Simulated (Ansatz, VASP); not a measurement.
Two plane-wave programs on GaSb

```
Ga Sb
1.0
     4.31610    0.00000    0.00000
     2.15805    3.73785    0.00000
     2.15805    1.24595    3.52408
Ga Sb
1 1
Direct
  0.00000 0.00000 0.00000
  0.25000 0.25000 0.25000
```

Alike in both runs: functional r2SCAN; dispersion rVV10; k mesh 6 × 6 × 6; no spin polarisation.

Ansatz relaxed the structure, and its values are those at the end. VASP's run is a single point on that final structure, the one shown.

|  | VASP | Ansatz |
| --- | --- | --- |
| version | VASP 6.6.1 | Ansatz 0.2.0 |
| potentials or method | VASP PAW PBE potentials, release 64 (Ga_d, Sb) | plane waves, PAW |
| plane-wave cutoff (eV) | 550 | 500 |
| occupations | gaussian, width 0.01 eV | fixed |
| valence electrons in the cell | 18 | 28 |

|  | VASP | Ansatz | Ansatz less VASP |
| --- | --- | --- | --- |
| pressure (GPa) | 0.2 | 0.0 | -0.17 |

VASP's potentials were made for PBE, not for r2SCAN. VASP's potentials hold 18 valence electrons a cell and Ansatz's 28, so a difference there can come from the potentials and not from the codes.

Neither program's run includes spin-orbit coupling.
